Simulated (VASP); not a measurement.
Set up this calculation in VASP 6.6.1, as the native input.

| Property | Result |
| --- | --- |
| Task | single point |
| Functional | PBEsol |
| Potentials or basis | VASP PAW PBE potentials, release 64 (Nd, H) |
| Cutoff | 520 eV |
| k mesh | 8 × 8 × 8 |
| Occupations | fermi-dirac, width 0.05 eV |
| Spin | collinear spin, ferromagnetic start |
| Starting moments | [3.0, 0.0, 0.0] μB |
| Dipole correction | no |
| Further INCAR settings | ALGO = Normal; EDIFF = 1e-07; NBANDS = 19 |

The structure of NdH2 lies in POSCAR:

```
NdH2
1.0
    0.0000000000      2.6791680073      2.6791680073
    2.6791680073      0.0000000000      2.6791680073
    2.6791680073      2.6791680073      0.0000000000
Nd H
1 2
Direct
    0.0000000000      0.0000000000      0.0000000000
    0.7500000000      0.7500000000      0.7500000000
    0.2500000000      0.2500000000      0.2500000000
```

The input as run:

INCAR

```
ALGO = Normal
EDIFF = 1E-7
ENCUT = 520
GGA = PS
ISIF = 2
ISMEAR = -1
ISPIN = 2
LASPH = T
LCHARG = F
LMAXMIX = 6
LORBIT = 11
LREAL = F
LWAVE = F
MAGMOM = 3 0 0
NBANDS = 19
NELM = 150
PREC = Accurate
SIGMA = 0.05
```

KPOINTS

```
k-points
0
Gamma
  8 8 8
```

Potentials or basis: VASP PAW PBE potentials, release 64 (Nd, H).

Command:

```console
$ cat potpaw_PBE.64/Nd/POTCAR potpaw_PBE.64/H/POTCAR > POTCAR
$ mpirun -np 1 vasp_std > vasp.out
```

Results of the run:

| Property | Result |
| --- | --- |
| Pressure | 2.4 GPa |
| Net moment | 3.71 μB per cell |
| Site moments | Nd +3.13; H -0.02 μB |
| Valence electrons inside the program's atomic spheres | Nd 11.11; H 0.55 |

Caveat: the magnetic or orbital state may not be the lowest; the PAW data sets were made with another functional, which shifts forces and pressure a little.

It took 88 s on 1 thread of Intel(R) Xeon(R) Platinum 8259CL CPU @ 2.50GHz (Skylake/Cascade Lake), with other jobs on the host, peak memory 0.2 GiB.
